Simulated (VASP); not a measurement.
Input of a VASP 6.6.1 run:

Contents of INCAR:

```
SYSTEM = WS2
ALGO = Normal ; EDIFF = 1E-7
ENCUT = 520 ; GGA = PE
ISIF = 2 ; ISMEAR = 0
LASPH = .True. ; LCHARG = .False.
LREAL = .False. ; LWAVE = .False.
NBANDS = 20 ; NELM = 60
PREC = Accurate ; SIGMA = 0.017
```

KPOINTS

```
k-points
0
Gamma
  10 10 2
  0 0 0
```

File POSCAR:

```
WS2
1.0
    3.1835163552      0.0000000000      0.0000000000
   -1.5917581776      2.7570060369      0.0000000000
    0.0000000000      0.0000000000     16.9505778900
W S
1 2
Direct
    0.0000000000      0.0000000000      0.0000000000
    0.3333333333      0.6666666667      0.0920005100
    0.3333333333      0.6666666667      0.9079994900
```

Potentials or basis: VASP PAW PBE potentials, release 64 (W_sv, S).

Run with:

```console
$ cat potpaw_PBE.64/W_sv/POTCAR potpaw_PBE.64/S/POTCAR > POTCAR
$ mpirun -np 1 vasp_std > vasp.out
```

(1) Estimate the band gap on the k mesh.

(2) What does it give for the largest force?

Answers

(1) 2.00 eV, indirect (least direct gap 2.16 eV).

(2) 0.263 eV/Å.

Caveat: spin-orbit coupling is left out, which moves the levels of the heavy elements.
